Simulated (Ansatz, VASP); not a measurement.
## One calculation of Ge, two programs

```
Ge
1.0
     3.96500    0.00000    0.00000
    -1.98250    3.43379    0.00000
     0.00000    0.00000   28.00000
Ge
2
Direct
  0.33333 0.66667 0.50786
  0.66667 0.33333 0.49214
```

Alike in both runs: task single point; functional PBE; dispersion D3(BJ); k mesh 12 × 12 × 1; occupations gaussian, width 0.1 eV; no spin polarisation.

|  | VASP | Ansatz |
| --- | --- | --- |
| version | VASP 6.6.1 | Ansatz 0.2.0 |
| potentials or method | VASP PAW PBE potentials, release 64 (Ge_d), cutoff 520 eV | scalar-relativistic, plane waves, PAW |
| valence electrons in the cell | 28 | 28 |

|  | VASP | Ansatz | Ansatz less VASP |
| --- | --- | --- | --- |
| gap on the k mesh at the Fermi level (eV) | none | none | - |
| rms of the force components (eV/Å) | 0.388 | 0.390 | +0.0023 |

Atom by atom the forces differ by 0.002 eV/Å (rms over components). A gap of «none» marks a metal or a gap that the smearing closes.
